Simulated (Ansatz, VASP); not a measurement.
Two plane-wave programs on Sc

File POSCAR:

```
Sc
1.0
    0.0000000000      2.2338726273      2.3455662587
    2.2338726273      0.0000000000      2.3455662587
    2.2338726273      2.2338726273      0.0000000000
Sc
1
Direct
    0.0000000000      0.0000000000      0.0000000000
```

File INCAR.step1:

```
SYSTEM = Sc
  ALGO = Normal
  EDIFF = 1E-4
  ENCUT = 520
  GGA = PE
  ISMEAR = 0
  LASPH = .TRUE.
  LCHARG = .FALSE.
  LREAL = .FALSE.
  LWAVE = .TRUE.
  NBANDS = 12
  NELM = 80
  PREC = Accurate
  SIGMA = 0.15
```

Contents of INCAR.step2:

```
SYSTEM = Sc
  ALGO = Normal
  EDIFF = 1E-6
  ENCUT = 520
  ISIF = 2
  ISMEAR = 0
  ISTART = 1
  LASPH = .TRUE.
  LCHARG = .FALSE.
  LMIXTAU = .TRUE.
  LREAL = .FALSE.
  LWAVE = .FALSE.
  METAGGA = R2SCAN
  NBANDS = 12
  NELM = 80
  PREC = Accurate
  SIGMA = 0.15
```

KPOINTS

```
k-points
0
G
  20 20 20
  0 0 0
```

Input for Ansatz:

```yaml
crystal:
  lattice:
    - [0.0, 2.2338726273, 2.3455662587]
    - [2.2338726273, 0.0, 2.3455662587]
    - [2.2338726273, 2.2338726273, 0.0]
  atoms:
    - { symbol: Sc, position: [0.0, 0.0, 0.0] }
basis:
  ecutwfc: 500
kpoints:
  mp_grid: { grid: [20, 20, 20] }
hamiltonian:
  xc: r2scan
scf:
  occupations: { method: gaussian, width: 0.15 }
output:
  forces: true
  stress: true
  eigenvalues: true
```

Alike in both runs: task single point; functional r2SCAN; k mesh 20 × 20 × 20; occupations gaussian, width 0.15 eV; no spin polarisation.

```csv
,VASP,Ansatz
version,VASP 6.6.1,Ansatz 0.2.0
potentials or method,"VASP PAW PBE potentials, release 64 (Sc_sv), cutoff 520 eV","scalar-relativistic, plane waves, PAW"
valence electrons in the cell,11,11
```

Ansatz gave:

| Property | Result |
| --- | --- |
| gap on the k mesh at the Fermi level (eV) | none |
| pressure (GPa) | 4.0 |
| traceless stress, the component that is largest in VASP (GPa) | -0.48 |

Q: Which values does VASP return?

A: gap on the k mesh at the Fermi level (eV): none; pressure (GPa): 4.2; traceless stress, the component that is largest in VASP (GPa): -0.48.

VASP's potentials were made for PBE, not for r2SCAN. A gap of «none» marks a metal or a gap that the smearing closes. The functional is the same, so the differences come from potentials, cutoffs and numerics.
